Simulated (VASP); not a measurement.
# Cs2C3 (Fmmm) in VASP: single point with r2SCAN

Aim: the single point of Cs2C3 with r2SCAN.

All numbers are computed with VASP 6.6.1; they aren't measurements. Logs are shortened: lines on timing, memory, paths and dates and some standing lists are left out, and cuts for length are marked.

### 1 The cell of the first run

It takes space group Fmmm (No. 69, orthorhombic). The conventional cell has a = 8.830 Å, b = 9.330 Å, c = 14.033 Å, α = 90.00°, β = 90.00°, γ = 90.00°. Cs (site symmetry 222) has 8 C at 3.46 to 3.54 Å and 8 Cs at 4.16 to 4.66 Å within 4.7 Å. Cs (site symmetry m2m) has 10 C at 3.35 to 3.48 Å and 7 Cs at 3.96 to 4.47 Å within 4.5 Å. C (site symmetry m) has 2 C at 2.00 Å within 2.6 Å. Within 2.7 Å of C (site symmetry mm2) lie 2 C at 2.00 Å.

### 2 Single point, r2SCAN

Input file POSCAR:

```
Cs2C3
1.0
   -4.6648520000      0.0000000000      4.4150490000
    4.6648520000      0.0000000000      4.4150490000
    0.0000000000      7.0164570000      4.4150490000
Cs C
4 6
Direct
    0.7500000000      0.2500000000      0.5000000000
    0.2500000000      0.7500000000      0.5000000000
    0.7122700000      0.2877300000      0.0000000000
    0.2877300000      0.7122700000      0.0000000000
    0.1246000000      0.1246000000      0.1424000000
    0.2670000000      0.2670000000      0.8576000000
    0.8754000000      0.8754000000      0.8576000000
    0.7330000000      0.7330000000      0.1424000000
    0.8565000000      0.8565000000      0.2870000000
    0.1435000000      0.1435000000      0.7130000000
```

Input file INCAR.step1:

```
SYSTEM = Cs2C3
ALGO = Normal
EDIFF = 1E-4
ENCUT = 520
GGA = PE
ISMEAR = -1
LASPH = .True.
LCHARG = .False.
LREAL = .False.
LWAVE = .True.
NBANDS = 41
NELM = 80
PREC = Accurate
SIGMA = 0.1
```

Input file INCAR.step2:

```
SYSTEM = Cs2C3
ALGO = Normal
EDIFF = 1E-6
ENCUT = 520
ISIF = 2
ISMEAR = -1
ISTART = 1
LASPH = .True.
LCHARG = .False.
LMIXTAU = .True.
LREAL = .False.
LWAVE = .False.
METAGGA = R2SCAN
NBANDS = 41
NELM = 80
PREC = Accurate
SIGMA = 0.1
```

Input file KPOINTS:

```
k-points
0
Gamma
  3 3 3
  0 0 0
```

Potentials or basis: VASP PAW PBE potentials, release 64 (Cs_sv, C).

On the command line:

```bash
$ cat potpaw_PBE.64/Cs_sv/POTCAR potpaw_PBE.64/C/POTCAR > POTCAR
$ cp INCAR.step1 INCAR
$ mpirun -np 1 vasp_std > vasp.out
$ cp INCAR.step2 INCAR
$ mpirun -np 1 vasp_std > vasp.out
```

OUTCAR:

```text
SYSTEM = Cs2C3
   EDIFF = 1E-6
   ENCUT = 520
   ISIF = 2
   ISMEAR = -1
   ISTART = 1
   LASPH = .True.
   LREAL = .False.
   METAGGA = R2SCAN
   NELM = 80
   PREC = Accurate

 ion  position               nearest neighbor table
   1  0.750  0.250  0.500-
   2  0.250  0.750  0.500-
   3  0.712  0.288  0.000-
   4  0.288  0.712  0.000-
   5  0.125  0.125  0.142-   6 2.00   9 2.00
   6  0.267  0.267  0.858-   5 2.00  10 2.00
   7  0.875  0.875  0.858-   8 2.00  10 2.00
   8  0.733  0.733  0.142-   7 2.00   9 2.00
   9  0.856  0.856  0.287-   8 2.00   5 2.00
  10  0.144  0.144  0.713-   6 2.00   7 2.00

  LATTYP: Found a face centered orthorhombic cell.
 ALAT       =     8.8300980000
 B/A-ratio  =     1.0565798930
 C/A-ratio  =     1.5892138456

  Lattice vectors:

 A1 = (   4.6648520000,   7.0164570000,   0.0000000000)
 A2 = (   0.0000000000,   7.0164570000,   4.4150490000)
 A3 = (   4.6648520000,   0.0000000000,   4.4150490000)

Analysis of symmetry for initial positions (statically):
=====================================================================
 Subroutine PRICEL returns:
 Original cell was already a primitive cell.

 Routine SETGRP: Setting up the symmetry group for a
 face centered orthorhombic supercell.

 Subroutine GETGRP returns: Found  8 space group operations
 (whereof  8 operations were pure point group operations)
 out of a pool of  8 trial point group operations.

The static configuration has the point symmetry D_2h.

Analysis of symmetry for dynamics (positions and initial velocities):
=====================================================================
 Subroutine PRICEL returns:
 Original cell was already a primitive cell.

 Routine SETGRP: Setting up the symmetry group for a
 face centered orthorhombic supercell.

 Subroutine GETGRP returns: Found  8 space group operations
 (whereof  8 operations were pure point group operations)
 out of a pool of  8 trial point group operations.

The dynamic configuration has the point symmetry D_2h.

 Subroutine INISYM returns: Found  8 space group operations
 (whereof  8 operations are pure point group operations),
 and found     1 'primitive' translations
[... 87 lines left out ...]
   ICHARG =      0    charge: 1-file 2-atom 10-const
   ISPIN  =      1    spin polarized calculation?
   LNONCOLLINEAR =      F non collinear calculations
   LSORBIT =      F    spin-orbit coupling
   LASPH  =      T    aspherical Exc in radial PAW
   ENCUT  =  520.0 eV  38.22 Ry    6.18 a.u.  11.94 11.94 15.41*2*pi/ulx,y,z
   NELM   =     80;   NELMIN=  2; NELMDL=  0     # of ELM steps
   EDIFF  = 0.1E-05   stopping-criterion for ELM
   LREAL  =      F    real-space projection
[... 7 lines left out ...]
   TEBEG  =    0.0;   TEEND  =   0.0 temperature during run
   PSTRESS=    0.0 pullay stress
   NELECT =      60.0000    total number of electrons
   NUPDOWN=      -1.0000    fix difference up-down
   EMIN   =  10.00;   EMAX   =-10.00  energy-range for DOS
   EFERMI =   0.00;   METHOD = LEGACY
   ISMEAR =    -1;   SIGMA  =   0.10  broadening in eV -4-tet -1-fermi 0-gaus
   EFERMI_NEDOS =   21; number of points for ismear=-14 and -15
   IALGO  =     38    algorithm
   IMIX   =      4    mixing-type and parameters
     AMIX     =   0.40;   BMIX     =  1.00
     AMIX_MAG =   1.60;   BMIX_MAG =  1.00
  volume/ion in A,a.u.               =      28.90       195.04
  Fermi-wavevector in a.u.,A,eV,Ry     =   0.969359  1.831824 12.784819  0.939658
  Thomas-Fermi vector in A             =   2.099405
   LORBIT       =      0    0 simple, 1 ext, 2 COOP (PROOUT), +10 PAW based schemes
   METAGGA = R2SCAN    functional components
   LHFCALC =     F    Hartree Fock is set to
   AEXX    =    0.0000 exact exchange contribution
   IVDW    =     0    specifies the selected vdW correction
   LEPSILON=     F    determine dielectric tensor
   LRPA    =     F    only Hartree local field effects (RPA)
 non-spin polarized calculation
  energy-cutoff  :      520.00
  volume of cell :      289.02
 maximum number of plane-waves:      7794
   NGX = 23   NGY = 23   NGZ = 31

 number of electron      60.0000000 magnetization

 Free energy of the ion-electron system (eV)
  ---------------------------------------------------
  ext. energy  EPLUGINS =         0.00000000
  ---------------------------------------------------
  free energy    TOTEN  =      -139.80212186 eV

  energy without entropy =     -139.41044338  energy(sigma->0) =     -139.60628262

 E-fermi :   0.8061     XC(G=0):  -8.4833

 val. band max:        0.8020470707   @ k =   0.3333   0.0000   0.0000
 cond. band min:       0.8062814884   @ k =  -0.3333   0.0000   0.3333
 fundamental gap:      0.0042344177
 Fermi energy:         0.8061168456

 k-point     1 :       0.0000    0.0000    0.0000
  band No.  band energies     occupation
      1     -21.5221      2.00000
      2     -21.4577      2.00000
      3     -21.0534      2.00000
      4     -20.9696      2.00000
      5     -10.7228      2.00000
      6      -9.7845      2.00000
[... 341 lines left out ...]
     40       5.8673      0.00000
     41       6.1809      0.00000

------------------------ aborting loop because EDIFF is reached ----------------------------------------

  FORCE on cell =-STRESS in cart. coord.  units (eV):
  Direction    XX          YY          ZZ          XY          YZ          ZX
  --------------------------------------------------------------------------------------
  -------------------------------------------------------------------------------------
  Total       -0.8110799    -24.4018276    -24.3066581      0.0000000      0.0000000      0.0000000
  in kB       -4.4962762   -135.2731727   -134.7455941      0.0000000      0.0000000      0.0000000
  external PRESSURE =     -91.5050144 kB  Pullay stress =       0.0000000 kB

 VOLUME and BASIS-vectors are now :
 -----------------------------------------------------------------------------
  energy-cutoff  :      520.00
  volume of cell :      289.02
      direct lattice vectors                 reciprocal lattice vectors
    -4.664852000  0.000000000  4.415049000    -0.107184537 -0.071261037  0.113249026
     4.664852000  0.000000000  4.415049000     0.107184537 -0.071261037  0.113249026
     0.000000000  7.016457000  4.415049000     0.000000000  0.142522073  0.000000000

 POSITION                                       TOTAL-FORCE (eV/Angst)
 -----------------------------------------------------------------------------------
     -2.33243      3.50823      6.62257         0.000000     -0.000000      0.000000
      2.33243      3.50823      6.62257        -0.000000      0.000000     -0.000000
     -1.98042      0.00000      4.41505         0.383465      0.000000      0.000000
      1.98042      0.00000      4.41505        -0.383465     -0.000000     -0.000000
      0.00000      0.99914      1.72893         0.000000     -2.087623     -3.564633
      0.00000      6.01731      6.14398         0.000000      2.087623     -3.564633
      0.00000      6.01731     11.51621         0.000000      2.087623      3.564633
      0.00000      0.99914      7.10116         0.000000     -2.087623      3.564633
      0.00000      2.01372      8.83010         0.000000     -4.078230      0.000000
      0.00000      5.00273      4.41505         0.000000      4.078230     -0.000000
 -----------------------------------------------------------------------------------
    total drift:                                0.000000      0.000000     -0.000000

  FREE ENERGIE OF THE ION-ELECTRON SYSTEM (eV)
  ---------------------------------------------------
  free  energy   TOTEN  =      -139.8021218632 eV

  energy  without entropy=     -139.4104433776  energy(sigma->0) =     -139.60628262
```

It took 22 min on 1 thread of AMD EPYC, shared host; peak memory 0.4 GiB.

Results:

* Free energy: -139.8021 eV
* Pressure: -9.2 GPa
* Largest force: 4.131 eV/Å
* Band gap on the k mesh: zero (bands 30 and 31 overlap by 0.04 eV)

Forces in eV/Å, atoms in the order of the input:
```
Cs   0.000  0.000  0.000
Cs   0.000  0.000  0.000
Cs   0.383  0.000  0.000
Cs  -0.383  0.000  0.000
C    0.000 -2.088 -3.565
C    0.000  2.088 -3.565
C    0.000  2.088  3.565
C    0.000 -2.088  3.565
C    0.000 -4.078  0.000
C    0.000  4.078  0.000
```

Levels at points of the mesh, in eV from the Fermi level:
```
           k point  band 27  band 28  band 29  band 30  band 31  band 32  band 33  band 34  band 35  band 36
(0.00, 0.00, 0.00)    -0.23    -0.18    -0.08    -0.06    -0.06     0.82     1.49     3.05     3.16     3.47
```

Caveat: the stress differs along the axes, from -14 to -0 GPa; the PAW data sets were made with another functional, which shifts forces and pressure a little; spin-orbit coupling is left out, which moves the levels of the heavy elements.
